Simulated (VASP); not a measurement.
# Au (Fm-3m) in VASP: a series of runs

Runs on Au. Level: PBE. Tasks: single point.

Everything below comes from runs of VASP 6.6.1. Logs are shortened: lines on timing, memory, paths and dates and some standing lists are left out, and cuts for length are marked.

## (1) The cell of the first run

Symmetry: Fm-3m, No. 225, cubic system. The conventional cell has a = 3.987 Å, b = 3.987 Å, c = 3.987 Å, α = 90.00°, β = 90.00°, γ = 90.00°. Au (site symmetry m-3m) has 12 Au at 2.82 Å within 3.7 Å.

## (2) Single point, PBE

File INCAR:

```
SYSTEM = Au
PREC = Accurate ; ENCUT = 500
EDIFF = 1E-6 ; ISMEAR = 1
SIGMA = 0.1 ; LREAL = .False.
LASPH = .True. ; NELM = 120
ALGO = Normal ; ISIF = 2
LWAVE = .False. ; LCHARG = .False.
GGA = PE ; NBANDS = 12
GGA_COMPAT = .False.
```

File KPOINTS:

```
Automatic mesh
0
Gamma
  10 10 10
  0 0 0
```

File POSCAR:

```
Au
1.0
    0.0000000000      1.9934577312      1.9934577312
    1.9934577312      0.0000000000      1.9934577312
    1.9934577312      1.9934577312      0.0000000000
Au
1
Direct
    0.0000000000      0.0000000000      0.0000000000
```

Potentials or basis: VASP PAW PBE potentials, release 64 (Au).

The run is started by

```
> cat potpaw_PBE.64/Au/POTCAR > POTCAR
> mpirun -np 1 vasp_std > vasp.out
```

OUTCAR:

```text
SYSTEM = Au
   PREC = Accurate
   ENCUT = 500
   EDIFF = 1E-6
   ISMEAR = 1
   LREAL = .False.
   LASPH = .True.
   NELM = 120
   ISIF = 2
   GGA = PE

 ion  position               nearest neighbor table
   1  0.000  0.000  0.000-

  LATTYP: Found a face centered cubic cell.
 ALAT       =     3.9869154624

  Lattice vectors:

 A1 = (   0.0000000000,   1.9934577312,   1.9934577312)
 A2 = (   1.9934577312,   0.0000000000,   1.9934577312)
 A3 = (   1.9934577312,   1.9934577312,   0.0000000000)

Analysis of symmetry for initial positions (statically):
[... 5 lines left out ...]
 face centered cubic supercell.

 Subroutine GETGRP returns: Found 48 space group operations
 (whereof 48 operations were pure point group operations)
 out of a pool of 48 trial point group operations.

The static configuration has the point symmetry O_h .

Analysis of symmetry for dynamics (positions and initial velocities):
[... 5 lines left out ...]
 face centered cubic supercell.

 Subroutine GETGRP returns: Found 48 space group operations
 (whereof 48 operations were pure point group operations)
 out of a pool of 48 trial point group operations.

The dynamic configuration has the point symmetry O_h .

 Subroutine INISYM returns: Found 48 space group operations
 (whereof 48 operations are pure point group operations),
 and found     1 'primitive' translations

----------------------------------------------------------------------------------------

                                     Primitive cell

  volume of cell :      15.8435

  direct lattice vectors                    reciprocal lattice vectors
     0.000000000  1.993457731  1.993457731    -0.250820467  0.250820467  0.250820467
     1.993457731  0.000000000  1.993457731     0.250820467 -0.250820467  0.250820467
     1.993457731  1.993457731  0.000000000     0.250820467  0.250820467 -0.250820467

  length of vectors
     2.819174959  2.819174959  2.819174959     0.434433793  0.434433793  0.434433793

  position of ions in fractional coordinates (direct lattice)
     0.000000000  0.000000000  0.000000000

  ion indices of the primitive-cell ions
   primitive index   ion index
                 1           1

----------------------------------------------------------------------------------------

 KPOINTS: Automatic mesh

Automatic generation of k-mesh.
 Grid dimensions read from file:
 generate k-points for:   10   10   10

 Generating k-lattice:

  Cartesian coordinates                     Fractional coordinates (reciprocal lattice)
    -0.025082047  0.025082047  0.025082047     0.100000000  0.000000000  0.000000000
     0.025082047 -0.025082047  0.025082047     0.000000000  0.100000000  0.000000000
     0.025082047  0.025082047 -0.025082047     0.000000000  0.000000000  0.100000000

  Length of vectors
     0.043443379  0.043443379  0.043443379

  Shift w.r.t. Gamma in fractional coordinates (k-lattice)
     0.000000000  0.000000000  0.000000000

 Subroutine IBZKPT returns following result:
 ===========================================

 Found     47 irreducible k-points:

 Following reciprocal coordinates:
            Coordinates               Weight
  0.000000  0.000000  0.000000      1.000000
  0.100000  0.000000  0.000000      8.000000
  0.200000  0.000000  0.000000      8.000000
  0.300000  0.000000  0.000000      8.000000
  0.400000  0.000000  0.000000      8.000000
  0.500000  0.000000  0.000000      4.000000
[... 16 lines left out ...]
  0.300000  0.300000  0.000000      6.000000
  0.400000  0.300000  0.000000     24.000000
 [... further k-points ...]
   k-points           NKPTS =     47   k-points in BZ     NKDIM =     47   number of bands    NBANDS=     12
   number of dos      NEDOS =    301   number of ions     NIONS =      1
   total plane-waves  NPLWV =  13824
   dimension x,y,z NGX =    24 NGY =   24 NGZ =   24
   dimension x,y,z NGXF=    48 NGYF=   48 NGZF=   48
   ions per type =               1
   NGX,Y,Z   is equivalent  to a cutoff of  14.15, 14.15, 14.15 a.u.
   NGXF,Y,Z  is equivalent  to a cutoff of  28.31, 28.31, 28.31 a.u.
 SYSTEM =  Au
   PREC   = accura    normal or accurate (medium, high low for compatibility)
   ISTART =      0    job   : 0-new  1-cont  2-samecut
   ICHARG =      2    charge: 1-file 2-atom 10-const
   ISPIN  =      1    spin polarized calculation?
   LNONCOLLINEAR =      F non collinear calculations
   LSORBIT =      F    spin-orbit coupling
   LASPH  =      T    aspherical Exc in radial PAW
   ENCUT  =  500.0 eV  36.75 Ry    6.06 a.u.   5.14  5.14  5.14*2*pi/ulx,y,z
   NELM   =    120;   NELMIN=  2; NELMDL= -5     # of ELM steps
   EDIFF  = 0.1E-05   stopping-criterion for ELM
   LREAL  =      F    real-space projection
   EDIFFG = 0.1E-04   stopping-criterion for IOM
   NSW    =      0    number of steps for IOM
   IBRION =     -1    ionic relax: 0-MD 1-quasi-New 2-CG
   NFREE  =      0    steps in history (QN), initial steepest desc. (CG)
   ISIF   =      2    stress and relaxation
   ISYM   =      2    0-nonsym 1-usesym 2-fastsym
   POTIM  = 0.5000    time-step for ionic-motion
   TEBEG  =    0.0;   TEEND  =   0.0 temperature during run
   PSTRESS=    0.0 pullay stress
   NELECT =      11.0000    total number of electrons
   NUPDOWN=      -1.0000    fix difference up-down
   EMIN   =  10.00;   EMAX   =-10.00  energy-range for DOS
   EFERMI =   0.00;   METHOD = LEGACY
   ISMEAR =     1;   SIGMA  =   0.10  broadening in eV -4-tet -1-fermi 0-gaus
   EFERMI_NEDOS =   21; number of points for ismear=-14 and -15
   IALGO  =     38    algorithm
   IMIX   =      4    mixing-type and parameters
     AMIX     =   0.40;   BMIX     =  1.00
     AMIX_MAG =   1.60;   BMIX_MAG =  1.00
  volume/ion in A,a.u.               =      15.84       106.92
  Fermi-wavevector in a.u.,A,eV,Ry     =   1.449624  2.739392 28.591414  2.101410
  Thomas-Fermi vector in A             =   2.567329
   LORBIT       =      0    0 simple, 1 ext, 2 COOP (PROOUT), +10 PAW based schemes
   GGA     = PE    functional components
   LHFCALC =     F    Hartree Fock is set to
   AEXX    =    0.0000 exact exchange contribution
   IVDW    =     0    specifies the selected vdW correction
   LEPSILON=     F    determine dielectric tensor
   LRPA    =     F    only Hartree local field effects (RPA)
 non-spin polarized calculation
 Methfessel and Paxton  Order N= 1 SIGMA  =   0.10
  energy-cutoff  :      500.00
  volume of cell :       15.84
 maximum number of plane-waves:       411
 NGX is ok and might be reduce to    24
   NGX = 11   NGY = 11   NGZ = 11

 number of electron      11.0000002 magnetization

 Free energy of the ion-electron system (eV)
  ---------------------------------------------------
  ext. energy  EPLUGINS =         0.00000000
  ---------------------------------------------------
  free energy    TOTEN  =        -3.05049761 eV

  energy without entropy =       -3.05044271  energy(sigma->0) =       -3.05047931

 E-fermi :  10.7020     XC(G=0): -13.1577

 val. band max:       10.6309284017   @ k =   0.5000   0.2000   0.1000
 cond. band min:      10.7195107500   @ k =   0.5000   0.1000   0.0000
 fundamental gap:      0.0885823482
 Fermi energy:        10.7019893453

 k-point     1 :       0.0000    0.0000    0.0000
  band No.  band energies     occupation
      1       0.0871      2.00000
      2       5.6391      2.00000
      3       5.6391      2.00000
      4       5.6391      2.00000
      5       7.3626      2.00000
      6       7.3626      2.00000
      7      25.1325      0.00000
      8      29.5582      0.00000
      9      29.5582      0.00000
     10      29.5582      0.00000
     11      34.7029      0.00000
     12      40.2219      0.00000

 k-point     2 :       0.1000    0.0000    0.0000
  band No.  band energies     occupation
      1       0.4556      2.00000
      2       5.5158      2.00000
      3       5.7653      2.00000
      4       5.7653      2.00000
      5       7.3079      2.00000
      6       7.3079      2.00000
      7      25.5869      0.00000
      8      27.6824      0.00000
      9      30.0435      0.00000
     10      30.0435      0.00000
     11      35.7078      0.00000
     12      37.9961      0.00000

 k-point     3 :       0.2000    0.0000    0.0000
  band No.  band energies     occupation
      1       1.4334      2.00000
      2       5.3551      2.00000
      3       5.9574      2.00000
      4       5.9574      2.00000
      5       7.3505      2.00000
      6       7.3505      2.00000
      7      24.2587      0.00000
      8      26.4846      0.00000
      9      31.2259      0.00000
     10      31.2259      0.00000
     11      33.2570      0.00000
     12      35.3779      0.00000
[... 286 lines left out ...]
 k-point    23 :       0.3000    0.3000    0.0000
  band No.  band energies     occupation
      1       3.1334      2.00000
      2       4.0182      2.00000
      3       6.8030      2.00000
      4       7.5549      2.00000
      5       7.5549      2.00000
      6       8.1936      2.00000
      7      24.5910      0.00000
      8      24.5910      0.00000
      9      25.4422      0.00000
     10      27.8467      0.00000
     11      29.4800      0.00000
     12      38.3354      0.00000

 k-point    24 :       0.4000    0.3000    0.0000
  band No.  band energies     occupation
      1       3.3855      2.00000
      2       3.8675      2.00000
      3       6.8419      2.00000
      4       7.6803      2.00000
      5       8.6431      2.00000
      6       9.2331      2.00000
      7      21.0082      0.00000
      8      23.4771      0.00000
      9      23.5170      0.00000
     10      28.8021      0.00000
     11      31.0230      0.00000
     12      38.4643      0.00000

 [... further k-points ...]
[... 5 lines left out ...]
  --------------------------------------------------------------------------------------
  -------------------------------------------------------------------------------------
  Total        2.5366003      2.5366003      2.5366003     -0.0000000      0.0000000     -0.0000000
  in kB      256.5142710    256.5142710    256.5142710     -0.0000000      0.0000000     -0.0000000
  external PRESSURE =     256.5142710 kB  Pullay stress =       0.0000000 kB

 VOLUME and BASIS-vectors are now :
 -----------------------------------------------------------------------------
  energy-cutoff  :      500.00
  volume of cell :       15.84
      direct lattice vectors                 reciprocal lattice vectors
     0.000000000  1.993457731  1.993457731    -0.250820467  0.250820467  0.250820467
     1.993457731  0.000000000  1.993457731     0.250820467 -0.250820467  0.250820467
     1.993457731  1.993457731  0.000000000     0.250820467  0.250820467 -0.250820467

 POSITION                                       TOTAL-FORCE (eV/Angst)
 -----------------------------------------------------------------------------------
      0.00000      0.00000      0.00000         0.000000      0.000000      0.000000
 -----------------------------------------------------------------------------------
    total drift:                               -0.000000      0.000000      0.000000

  FREE ENERGIE OF THE ION-ELECTRON SYSTEM (eV)
  ---------------------------------------------------
  free  energy   TOTEN  =        -3.0504976056 eV

  energy  without entropy=       -3.0504427071  energy(sigma->0) =       -3.05047931
```

It took 15 s on 1 thread of Intel Xeon 8259CL, shared host; peak memory 0.14 GiB.

What came out:

```
Free energy : -3.0505 eV
Pressure    : 25.7 GPa
```

Caveat: spin-orbit coupling is left out, which moves the levels of the heavy elements.

## (3) Single point, PBE

This run uses another cell than the first one, of 16.18 Å³/atom, 1.021 times its volume.

File INCAR:

```
SYSTEM = Au
PREC = Accurate
ENCUT = 500
EDIFF = 1E-6
ISMEAR = 1
SIGMA = 0.1
LREAL = .False.
LASPH = .True.
NELM = 120
ALGO = Normal
ISIF = 2
LWAVE = .False.
LCHARG = .False.
GGA = PE
NBANDS = 12
GGA_COMPAT = .False.
```

File KPOINTS:

```
regular mesh
0
Gamma
  10 10 10
  0 0 0
```

File POSCAR:

```
Au
1.0
    0.0000000000      2.0074966285      2.0074966285
    2.0074966285      0.0000000000      2.0074966285
    2.0074966285      2.0074966285      0.0000000000
Au
1
Direct
    0.0000000000      0.0000000000      0.0000000000
```

Potentials or basis: VASP PAW PBE potentials, release 64 (Au).

The run is started by

```
> cat potpaw_PBE.64/Au/POTCAR > POTCAR
> mpirun -np 1 vasp_std > vasp.out
```

It took 13 s on 1 thread of Intel Xeon 8259CL, shared host; peak memory 0.14 GiB.

The run converged. Its results:

| Property | Result |
| --- | --- |
| Free energy | -3.0989 eV |
| Pressure | 20.2 GPa |

Levels at points of the mesh, in eV from the Fermi level:
```
           k point  band 3  band 4  band 5  band 6  band 7  band 8  band 9  band 10
(0.00, 0.00, 0.00)   -4.95   -4.95   -3.29   -3.29   14.46   18.77   18.77    18.77
(0.50, 0.00, 0.00)   -4.99   -1.97   -1.97   -1.17    3.40   13.93   17.55    17.55
(0.50, 0.50, 0.00)   -2.02   -1.62   -1.62    0.90    6.25   10.19   10.19    17.82
```

Caveat: spin-orbit coupling is left out, which moves the levels of the heavy elements.

## (4) Single point, PBE

This run uses another cell than the first one, of 16.52 Å³/atom, 1.043 times its volume.

File INCAR:

```
SYSTEM = Au
PREC     = Accurate       ! precision mode
ENCUT    = 500            ! plane-wave cutoff, eV
EDIFF    = 1E-6           ! SCF threshold, eV
ISMEAR   = 1              ! smearing method
SIGMA    = 0.1            ! smearing width, eV
LREAL    = .FALSE.        ! projectors in reciprocal space
LASPH    = .TRUE.         ! aspherical terms in the spheres
NELM     = 120            ! most SCF steps
ALGO     = Normal         ! electronic algorithm
ISIF     = 2              ! what is computed and relaxed
LWAVE    = .FALSE.        ! write WAVECAR
LCHARG   = .TRUE.         ! write CHGCAR
GGA      = PE             ! functional
LELF     = .TRUE.         ! ELF
LVHAR    = .TRUE.       
NBANDS   = 12             ! bands
GGA_COMPAT= .FALSE.
```

File KPOINTS:

```
Automatic mesh
0
G
  10 10 10
  0 0 0
```

File POSCAR:

```
Au
1.0
    0.0000000000      2.0213418704      2.0213418704
    2.0213418704      0.0000000000      2.0213418704
    2.0213418704      2.0213418704      0.0000000000
Au
1
Direct
    0.0000000000      0.0000000000      0.0000000000
```

The run is started by

```
> cat potpaw_PBE.64/Au/POTCAR > POTCAR
> mpirun -np 1 vasp_std > vasp.out
```

Run time: 14 s. Hardware: 1 thread of Intel Xeon 8259CL, shared host; peak memory 0.14 GiB.

The run converged. Its results:

- Free energy: -3.1364 eV
- Pressure: 15.3 GPa

Levels at points of the mesh, in eV from the Fermi level:
| k point | band 3 | band 4 | band 5 | band 6 | band 7 | band 8 | band 9 | band 10 |
| --- | --- | --- | --- | --- | --- | --- | --- | --- |
| (0.00, 0.00, 0.00) | -4.86 | -4.86 | -3.26 | -3.26 | 14.47 | 18.66 | 18.66 | 18.66 |
| (0.50, 0.00, 0.00) | -4.90 | -1.99 | -1.99 | -1.10 | 3.25 | 13.93 | 17.37 | 17.37 |
| (0.50, 0.50, 0.00) | -2.03 | -1.65 | -1.65 | 0.94 | 6.04 | 10.10 | 10.10 | 17.56 |

Caveat: spin-orbit coupling is left out, which moves the levels of the heavy elements.

## (5) Overview

```tsv
cell	gap on the mesh (eV)	pressure (GPa)
a = 2.819 Å, angles 60.0°, 1 atom	none	25.7
a = 2.839 Å, angles 60.0°, 1 atom	none	20.2
a = 2.859 Å, angles 60.0°, 1 atom	none	15.3
```

Alike in all rows: task single point; level PBE; potentials or basis VASP PAW PBE potentials, release 64 (Au); no spin polarisation; k mesh 10 × 10 × 10; cutoff (eV) 500; smearing methfessel-paxton 0.1 eV.

Caveats: spin-orbit coupling is left out, which moves the levels of the heavy elements.

Absolute energies hang on the potentials; compare differences alone.
